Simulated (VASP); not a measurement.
# Ti (Fm-3m) in VASP: a series of runs

Ti is run at these levels: r2SCAN; tasks: relaxation of cell and atoms, single point.

Program: VASP 6.6.1. These are calculated values, not measurements. Logs are shortened: lines on timing, memory, paths and dates and some standing lists are left out, and cuts for length are marked.

## Step 1: The cell of the first run

It takes space group Fm-3m (No. 225, cubic). The conventional cell has a = 4.112 Å, b = 4.112 Å, c = 4.112 Å, α = 90.00°, β = 90.00°, γ = 90.00°. Ti (site symmetry m-3m) has 12 Ti at 2.91 Å within 3.8 Å.

## Step 2: Relaxation of cell and atoms, r2SCAN

POSCAR reads:

```
Ti
1.0
    4.1117997243      0.0000000000      0.0000000000
    0.0000000000      4.1117997243      0.0000000000
    0.0000000000      0.0000000000      4.1117997243
Ti
4
Direct
    0.0000000000      0.0000000000      0.0000000000
    0.0000000000      0.5000000000      0.5000000000
    0.5000000000      0.0000000000      0.5000000000
    0.5000000000      0.5000000000      0.0000000000
```

INCAR.step1 reads:

```
ALGO = Normal
EDIFF = 1E-4
ENCUT = 600
GGA = PE
ISMEAR = 0
LASPH = True
LCHARG = False
LREAL = False
LWAVE = True
NELM = 60
PREC = Accurate
SIGMA = 0.1
```

INCAR.step2 reads:

```
ALGO = Normal
EDIFF = 1E-6
EDIFFG = -0.03
ENCUT = 600
IBRION = 2
ISIF = 3
ISMEAR = 0
ISTART = 1
LASPH = True
LCHARG = False
LMIXTAU = True
LREAL = False
LWAVE = False
METAGGA = R2SCAN
NELM = 60
NSW = 80
PREC = Accurate
SIGMA = 0.1
```

KPOINTS reads:

```
k-points
0
Gamma
  6 6 6
```

Potentials or basis: VASP PAW PBE potentials, release 64 (Ti_sv).

Launch:

```
$ cat potpaw_PBE.64/Ti_sv/POTCAR > POTCAR
$ cp INCAR.step1 INCAR
$ mpirun -np 1 vasp_std > vasp.out
$ cp INCAR.step2 INCAR
$ mpirun -np 1 vasp_std > vasp.out
```

OUTCAR:

```text
EDIFF = 1E-6
   EDIFFG = -0.03
   ENCUT = 600
   IBRION = 2
   ISIF = 3
   ISMEAR = 0
   ISTART = 1
   LASPH = True
   LREAL = False
   METAGGA = R2SCAN
   NELM = 60
   NSW = 80
   PREC = Accurate

 ion  position               nearest neighbor table
   1  0.000  0.000  0.000-   2 2.91   3 2.91   4 2.91   2 2.91   3 2.91   2 2.91   4 2.91   2 2.91
                             3 2.91   4 2.91   3 2.91   4 2.91
   2  0.000  0.500  0.500-   1 2.91   3 2.91   4 2.91   1 2.91   4 2.91   1 2.91   3 2.91   1 2.91
                             3 2.91   4 2.91   4 2.91   3 2.91
   3  0.500  0.000  0.500-   1 2.91   2 2.91   4 2.91   1 2.91   4 2.91   2 2.91   4 2.91   4 2.91
                             1 2.91   2 2.91   1 2.91   2 2.91
   4  0.500  0.500  0.000-   1 2.91   2 2.91   3 2.91   2 2.91   3 2.91   1 2.91   3 2.91   3 2.91
                             1 2.91   2 2.91   2 2.91   1 2.91

  LATTYP: Found a simple cubic cell.
 ALAT       =     4.1117997243

  Lattice vectors:

 A1 = (   4.1117997243,   0.0000000000,   0.0000000000)
 A2 = (   0.0000000000,   4.1117997243,   0.0000000000)
 A3 = (   0.0000000000,   0.0000000000,   4.1117997243)

Analysis of symmetry for initial positions (statically):
=====================================================================
 Subroutine PRICEL returns following result:

  LATTYP: Found a face centered cubic cell.
 ALAT       =     4.1117997243

  Lattice vectors:

 A1 = (   2.0558998621,  -2.0558998621,   0.0000000000)
 A2 = (   2.0558998621,   0.0000000000,   2.0558998621)
 A3 = (   0.0000000000,  -2.0558998621,   2.0558998621)

   4 primitive cells build up your supercell.

 Routine SETGRP: Setting up the symmetry group for a
 simple cubic supercell.

 Subroutine GETGRP returns: Found 48 space group operations
 (whereof 48 operations were pure point group operations)
 out of a pool of 48 trial point group operations.

The static configuration has the point symmetry O_h .

Analysis of symmetry for dynamics (positions and initial velocities):
=====================================================================
 Subroutine PRICEL returns following result:

  LATTYP: Found a face centered cubic cell.
 ALAT       =     4.1117997243

  Lattice vectors:

 A1 = (   2.0558998621,  -2.0558998621,   0.0000000000)
 A2 = (   2.0558998621,   0.0000000000,   2.0558998621)
 A3 = (   0.0000000000,  -2.0558998621,   2.0558998621)

   4 primitive cells build up your supercell.

 Routine SETGRP: Setting up the symmetry group for a
 simple cubic supercell.

 Subroutine GETGRP returns: Found 48 space group operations
 (whereof 48 operations were pure point group operations)
 out of a pool of 48 trial point group operations.

The dynamic configuration has the point symmetry O_h .

 Subroutine INISYM returns: Found 48 space group operations
 (whereof 48 operations are pure point group operations),
 and found     4 'primitive' translations

----------------------------------------------------------------------------------------

                                     Primitive cell

  volume of cell :      17.3794

  direct lattice vectors                    reciprocal lattice vectors
     2.055899862 -2.055899862  0.000000000     0.243202507 -0.243202507 -0.243202507
     2.055899862  0.000000000  2.055899862     0.243202507  0.243202507  0.243202507
     0.000000000 -2.055899862  2.055899862    -0.243202507 -0.243202507  0.243202507

  length of vectors
     2.907481468  2.907481468  2.907481468     0.421239098  0.421239098  0.421239098

  position of ions in fractional coordinates (direct lattice)
     0.000000000  0.000000000  0.000000000
[... 74 lines left out ...]
   NSW    =     80    number of steps for IOM
   IBRION =      2    ionic relax: 0-MD 1-quasi-New 2-CG
   NFREE  =      1    steps in history (QN), initial steepest desc. (CG)
   ISIF   =      3    stress and relaxation
   ISYM   =      2    0-nonsym 1-usesym 2-fastsym
   POTIM  = 0.5000    time-step for ionic-motion
   TEBEG  =    0.0;   TEEND  =   0.0 temperature during run
[... 42 lines left out ...]
  in kB        4.0083601      4.0083601      4.0083601      0.0000000      0.0000000      0.0000000
  external PRESSURE =       4.0083601 kB  Pullay stress =       0.0000000 kB

 VOLUME and BASIS-vectors are now :
 -----------------------------------------------------------------------------
  energy-cutoff  :      600.00
  volume of cell :       69.52
      direct lattice vectors                 reciprocal lattice vectors
     4.111799724  0.000000000  0.000000000     0.243202507  0.000000000  0.000000000
     0.000000000  4.111799724  0.000000000     0.000000000  0.243202507  0.000000000
     0.000000000  0.000000000  4.111799724     0.000000000  0.000000000  0.243202507

 POSITION                                       TOTAL-FORCE (eV/Angst)
 -----------------------------------------------------------------------------------
      0.00000      0.00000      0.00000        -0.000000      0.000000      0.000000
      0.00000      2.05590      2.05590        -0.000000     -0.000000     -0.000000
      2.05590      0.00000      2.05590         0.000000     -0.000000      0.000000
      2.05590      2.05590      0.00000        -0.000000      0.000000     -0.000000
 -----------------------------------------------------------------------------------
    total drift:                                0.000000      0.000000      0.000000

  FREE ENERGIE OF THE ION-ELECTRON SYSTEM (eV)
  ---------------------------------------------------
  free  energy   TOTEN  =       -51.5445149046 eV

  energy  without entropy=      -51.5126625024  energy(sigma->0) =      -51.52858870

--------------------------------------- Ionic step        2  -------------------------------------------

 number of electron      48.0000008 magnetization

 Free energy of the ion-electron system (eV)
  ---------------------------------------------------
  ext. energy  EPLUGINS =         0.00000000
  ---------------------------------------------------
  free energy    TOTEN  =       -51.54470427 eV

  energy without entropy =      -51.51298080  energy(sigma->0) =      -51.52884254

 E-fermi :   8.2001     XC(G=0): -12.3789

 val. band max:        8.0939538120   @ k =   0.3333   0.3333   0.3333
 cond. band min:       8.2120407671   @ k =   0.5000   0.5000   0.3333
 fundamental gap:      0.1180869551
 Fermi energy:         8.2000660115

 k-point     1 :       0.0000    0.0000    0.0000
  band No.  band energies     occupation
      1     -50.9154      2.00000
      2     -50.7500      2.00000
      3     -50.7500      2.00000
      4     -50.7500      2.00000
      5     -26.3606      2.00000
      6     -26.3606      2.00000
[... 609 lines left out ...]
     27       9.0774      0.00000
     28       9.0774      0.00000

------------------------ aborting loop because EDIFF is reached ----------------------------------------

  FORCE on cell =-STRESS in cart. coord.  units (eV):
  Direction    XX          YY          ZZ          XY          YZ          ZX
  --------------------------------------------------------------------------------------
  -------------------------------------------------------------------------------------
  Total       -0.0972348     -0.0972348     -0.0972348     -0.0000000     -0.0000000      0.0000000
  in kB       -2.2269282     -2.2269282     -2.2269282     -0.0000000     -0.0000000      0.0000000
  external PRESSURE =      -2.2269282 kB  Pullay stress =       0.0000000 kB

 VOLUME and BASIS-vectors are now :
 -----------------------------------------------------------------------------
  energy-cutoff  :      600.00
  volume of cell :       69.96
      direct lattice vectors                 reciprocal lattice vectors
     4.120424646 -0.000000000  0.000000000     0.242693432 -0.000000000  0.000000000
     0.000000000  4.120424646  0.000000000     0.000000000  0.242693432 -0.000000000
    -0.000000000  0.000000000  4.120424646    -0.000000000 -0.000000000  0.242693432

 POSITION                                       TOTAL-FORCE (eV/Angst)
 -----------------------------------------------------------------------------------
      4.12042     -0.00000      0.00000        -0.000000     -0.000000      0.000000
      4.12042      2.06021      2.06021        -0.000000      0.000000      0.000000
      2.06021      4.12042      2.06021         0.000000     -0.000000     -0.000000
      2.06021      2.06021      4.12042         0.000000     -0.000000     -0.000000
 -----------------------------------------------------------------------------------
    total drift:                                0.000000      0.000000      0.000000

  FREE ENERGIE OF THE ION-ELECTRON SYSTEM (eV)
  ---------------------------------------------------
  free  energy   TOTEN  =       -51.5447042745 eV

  energy  without entropy=      -51.5129808030  energy(sigma->0) =      -51.52884254

 reached required accuracy - stopping structural energy minimisation
```

Run time: 11 min. Hardware: 1 thread of AMD EPYC 7R43 (Zen 3), shared host; peak memory 0.2 GiB.

Results:

```
Free energy                            : -51.5447 eV
Relaxed volume                         : 17.49 Å³/atom
Relaxed cell                           : a = 4.120 Å, b = 4.120 Å, c = 4.120 Å, α = 90.00°, β = 90.00°, γ = 90.00°
Space group after relaxing (to 0.05 Å) : Fm-3m (No. 225)
Energy gained by relaxing              : 0.0 meV/atom
Ionic steps                            : 2
Pressure after relaxing                : -0.2 GPa
Band gap on the k mesh                 : zero (band 24 reaches 9.14 eV, above the bottom of band 25 at 7.73 eV)
```

The path:
```csv
step,energy change (eV),largest force (eV/Å),pressure (GPa),volume (Å³)
1,0.0000,0.0000,0.40,69.52
2,-0.0002,0.0000,-0.22,69.96
```

Final structure:
```cif
data_structure
_symmetry_space_group_name_H-M 'P 1'
_symmetry_Int_Tables_number 1
_cell_length_a 4.1204
_cell_length_b 4.1204
_cell_length_c 4.1204
_cell_angle_alpha 90.000
_cell_angle_beta 90.000
_cell_angle_gamma 90.000
_cell_volume 69.96
loop_
_atom_site_label
_atom_site_type_symbol
_atom_site_fract_x
_atom_site_fract_y
_atom_site_fract_z
_atom_site_occupancy
Ti1 Ti 0.00000 0.00000 0.00000 1
Ti2 Ti 0.00000 0.50000 0.50000 1
Ti3 Ti 0.50000 0.00000 0.50000 1
Ti4 Ti 0.50000 0.50000 0.00000 1
```

Levels at points of the mesh, in eV from the Fermi level:
| k point | band 22 | band 23 | band 24 | band 25 | band 26 | band 27 |
| --- | --- | --- | --- | --- | --- | --- |
| (0.00, 0.00, 0.00) | -1.80 | -1.80 | 0.94 | 0.94 | 0.94 | 2.73 |
| (0.50, 0.00, 0.00) | -0.60 | -0.47 | -0.47 | -0.47 | -0.47 | 1.31 |
| (0.50, 0.50, 0.00) | -0.39 | -0.39 | -0.39 | 0.04 | 0.04 | 0.04 |
| (0.50, 0.50, 0.50) | 0.39 | 0.39 | 0.39 | 0.88 | 0.88 | 0.88 |

Caveat: the PAW data sets were made with another functional, which shifts forces and pressure a little.

## Step 3: Relaxation of cell and atoms, r2SCAN

This run uses another cell than the first one, of 17.61 Å³/atom, 1.013 times its volume.

POSCAR reads:

```
Ti
1.0
    4.1300000000      0.0000000000      0.0000000000
    0.0000000000      4.1300000000      0.0000000000
    0.0000000000      0.0000000000      4.1300000000
Ti
4
Direct
    0.0000000000      0.0000000000      0.0000000000
    0.0000000000      0.5000000000      0.5000000000
    0.5000000000      0.0000000000      0.5000000000
    0.5000000000      0.5000000000      0.0000000000
```

INCAR.step1 reads:

```
SYSTEM = Ti
ALGO = Normal ; EDIFF = 1E-4
ENCUT = 600 ; GGA = PE
ISMEAR = 0 ; LASPH = .True.
LCHARG = .False. ; LREAL = .False.
LWAVE = .True. ; NELM = 100
PREC = Accurate ; SIGMA = 0.1
```

INCAR.step2 reads:

```
SYSTEM = Ti
ALGO = Normal ; EDIFF = 1E-6
EDIFFG = -0.03 ; ENCUT = 600
IBRION = 2 ; ISIF = 3
ISMEAR = 0 ; ISTART = 1
LASPH = .True. ; LCHARG = .False.
LMIXTAU = .True. ; LREAL = .False.
LWAVE = .False. ; METAGGA = R2SCAN
NELM = 100 ; NSW = 80
PREC = Accurate ; SIGMA = 0.1
```

KPOINTS reads:

```
k-points
0
Gamma
  6 6 6
  0 0 0
```

Potentials or basis: VASP PAW PBE potentials, release 64 (Ti_sv).

Launch:

```
$ cat potpaw_PBE.64/Ti_sv/POTCAR > POTCAR
$ cp INCAR.step1 INCAR
$ mpirun -np 1 vasp_std > vasp.out
$ cp INCAR.step2 INCAR
$ mpirun -np 1 vasp_std > vasp.out
```

Wall time 10 min (1 thread of AMD EPYC 7R43 (Zen 3), shared host); peak memory 0.2 GiB.

Results (log left out):

* Free energy: -51.5451 eV
* Relaxed volume: 17.45 Å³/atom
* Relaxed cell: a = 4.117 Å, b = 4.117 Å, c = 4.117 Å, α = 90.00°, β = 90.00°, γ = 90.00°
* Space group after relaxing (to 0.05 Å): Fm-3m (No. 225)
* Energy gained by relaxing: 0.5 meV/atom
* Ionic steps: 3
* Pressure after relaxing: 0.0 GPa
* Band gap on the k mesh: zero (band 24 reaches 9.17 eV, above the bottom of band 25 at 7.76 eV)

Step by step:
| step | energy change (eV) | largest force (eV/Å) | pressure (GPa) | volume (Å³) |
| --- | --- | --- | --- | --- |
| 1 | 0.0000 | 0.0000 | -1.03 | 70.44 |
| 2 | -0.0010 | 0.0000 | 0.71 | 69.30 |
| 3 | -0.0021 | 0.0000 | 0.05 | 69.79 |

Final structure:
```
Ti
1.0
     4.11708    0.00000    0.00000
     0.00000    4.11708    0.00000
     0.00000    0.00000    4.11708
Ti
4
Direct
  0.00000 0.00000 0.00000
  0.00000 0.50000 0.50000
  0.50000 0.00000 0.50000
  0.50000 0.50000 0.00000
```

Levels at points of the mesh, in eV from the Fermi level:
```
           k point  band 20  band 21  band 22  band 23  band 24  band 25  band 26  band 27  band 28
(0.00, 0.00, 0.00)    -2.68    -1.81    -1.81    -1.81     0.95     0.95     0.95     2.74     2.74
(0.50, 0.00, 0.00)    -1.60    -0.60    -0.60    -0.47    -0.47    -0.47    -0.47     1.31     1.31
(0.50, 0.50, 0.00)    -2.36    -0.39    -0.39    -0.39    -0.39     0.03     0.03     0.03     0.03
(0.50, 0.50, 0.50)    -2.74     0.39     0.39     0.39     0.39     0.88     0.88     0.88     0.88
```

Caveat: the PAW data sets were made with another functional, which shifts forces and pressure a little.

## Step 4: Single point, r2SCAN

POSCAR reads:

```
Ti
1.0
    4.1117997243      0.0000000000      0.0000000000
    0.0000000000      4.1117997243      0.0000000000
    0.0000000000      0.0000000000      4.1117997243
Ti
4
Direct
    0.0000000000      0.0000000000      0.0000000000
    0.0000000000      0.5000000000      0.5000000000
    0.5000000000      0.0000000000      0.5000000000
    0.5000000000      0.5000000000      0.0000000000
```

INCAR.step1 reads:

```
  PREC = Accurate
  ENCUT = 520
  ISMEAR = 0
  SIGMA = 0.1
  LREAL = False
  LASPH = True
  NELM = 80
  NBANDS = 32
  GGA = PE
  ALGO = Normal
  EDIFF = 1E-4
  LWAVE = True
  LCHARG = False
```

INCAR.step2 reads:

```
  PREC = Accurate
  ENCUT = 520
  EDIFF = 1E-7
  ISMEAR = 0
  SIGMA = 0.1
  LREAL = False
  LASPH = True
  NELM = 80
  ALGO = Normal
  ISIF = 2
  LWAVE = False
  LCHARG = False
  METAGGA = R2SCAN
  LMIXTAU = True
  NBANDS = 32
  ISTART = 1
```

KPOINTS reads:

```
regular mesh
0
Gamma
  6 6 6
```

Launch:

```
$ cat potpaw_PBE.64/Ti_sv/POTCAR > POTCAR
$ cp INCAR.step1 INCAR
$ mpirun -np 1 vasp_std > vasp.out
$ cp INCAR.step2 INCAR
$ mpirun -np 1 vasp_std > vasp.out
```

Run time: 1.9 min. Hardware: 1 thread of Intel Xeon Platinum 8488C (Sapphire Rapids), shared host; peak memory 0.19 GiB.

Results (log left out):

- Free energy: -51.5458 eV
- Pressure: 0.4 GPa
- Band gap on the k mesh: zero (band 24 reaches 9.22 eV, above the bottom of band 25 at 7.80 eV)

Levels at points of the mesh, in eV from the Fermi level:
| k point | band 21 | band 22 | band 23 | band 24 | band 25 | band 26 | band 27 | band 28 |
| --- | --- | --- | --- | --- | --- | --- | --- | --- |
| (0.00, 0.00, 0.00) | -1.82 | -1.82 | -1.82 | 0.95 | 0.95 | 0.95 | 2.75 | 2.75 |
| (0.50, 0.00, 0.00) | -0.61 | -0.61 | -0.47 | -0.47 | -0.47 | -0.47 | 1.32 | 1.32 |
| (0.50, 0.50, 0.00) | -0.40 | -0.40 | -0.40 | -0.40 | 0.03 | 0.03 | 0.03 | 0.03 |
| (0.50, 0.50, 0.50) | 0.40 | 0.40 | 0.40 | 0.40 | 0.88 | 0.88 | 0.88 | 0.88 |

Caveat: the PAW data sets were made with another functional, which shifts forces and pressure a little.

## Step 5: Single point, r2SCAN

POSCAR is that of step 4.

INCAR.step1 reads:

```
SYSTEM = Ti
ALGO     = Normal         ! electronic algorithm
EDIFF    = 1E-4           ! SCF threshold, eV
ENCUT    = 520            ! plane-wave cutoff, eV
GGA      = PE             ! functional
ISMEAR   = 0              ! smearing method
LASPH    = .TRUE.         ! aspherical terms in the spheres
LCHARG   = .FALSE.        ! write CHGCAR
LREAL    = .FALSE.        ! projectors in reciprocal space
LWAVE    = .TRUE.         ! write WAVECAR
NBANDS   = 32             ! bands
NELM     = 100            ! most SCF steps
PREC     = Accurate       ! precision mode
SIGMA    = 0.1            ! smearing width, eV
```

INCAR.step2 reads:

```
SYSTEM = Ti
ALGO     = Normal         ! electronic algorithm
EDIFF    = 1E-6           ! SCF threshold, eV
ENCUT    = 520            ! plane-wave cutoff, eV
ISIF     = 2              ! what is computed and relaxed
ISMEAR   = 0              ! smearing method
ISTART   = 1            
LASPH    = .TRUE.         ! aspherical terms in the spheres
LCHARG   = .FALSE.        ! write CHGCAR
LMIXTAU  = .TRUE.       
LREAL    = .FALSE.        ! projectors in reciprocal space
LWAVE    = .FALSE.        ! write WAVECAR
METAGGA  = R2SCAN         ! meta-GGA
NBANDS   = 32             ! bands
NELM     = 100            ! most SCF steps
PREC     = Accurate       ! precision mode
SIGMA    = 0.1            ! smearing width, eV
```

KPOINTS reads:

```
k-points
0
G
  6 6 6
  0 0 0
```

Launch:

```
$ cat potpaw_PBE.64/Ti_sv/POTCAR > POTCAR
$ cp INCAR.step1 INCAR
$ mpirun -np 1 vasp_std > vasp.out
$ cp INCAR.step2 INCAR
$ mpirun -np 1 vasp_std > vasp.out
```

It took 1.9 min on 1 thread of Intel Xeon Platinum 8488C (Sapphire Rapids), shared host; peak memory 0.19 GiB.

The run converged. Its results:

```
Free energy            : -51.5458 eV
Pressure               : 0.4 GPa
Band gap on the k mesh : zero (band 24 reaches 9.22 eV, above the bottom of band 25 at 7.80 eV)
```

Levels at points of the mesh, in eV from the Fermi level:
```
           k point  band 21  band 22  band 23  band 24  band 25  band 26  band 27  band 28
(0.00, 0.00, 0.00)    -1.82    -1.82    -1.82     0.95     0.95     0.95     2.75     2.75
(0.50, 0.00, 0.00)    -0.61    -0.61    -0.47    -0.47    -0.47    -0.47     1.32     1.32
(0.50, 0.50, 0.00)    -0.40    -0.40    -0.40    -0.40     0.03     0.03     0.03     0.03
(0.50, 0.50, 0.50)     0.40     0.40     0.40     0.40     0.88     0.88     0.88     0.88
```

Caveat: the PAW data sets were made with another functional, which shifts forces and pressure a little.

## Step 6: The runs side by side

```csv
task,cell,cutoff (eV),gap on the mesh (eV),pressure (GPa),relaxed volume (Å³/atom)
relaxation of cell and atoms,"relaxed from a = 4.112 Å, 4 atoms",600,none,-0.2,17.49
relaxation of cell and atoms,"relaxed from a = 4.130 Å, 4 atoms",600,none,0.0,17.45
single point,"a = 4.112 Å, 4 atoms",520,none,0.4,-
```

Alike in all rows: level r2SCAN; potentials or basis VASP PAW PBE potentials, release 64 (Ti_sv); no spin polarisation; k mesh 6 × 6 × 6; smearing gaussian 0.1 eV.

Caveats: the PAW data sets were made with another functional, which shifts forces and pressure a little.

Absolute energies hang on the potentials; compare differences alone.
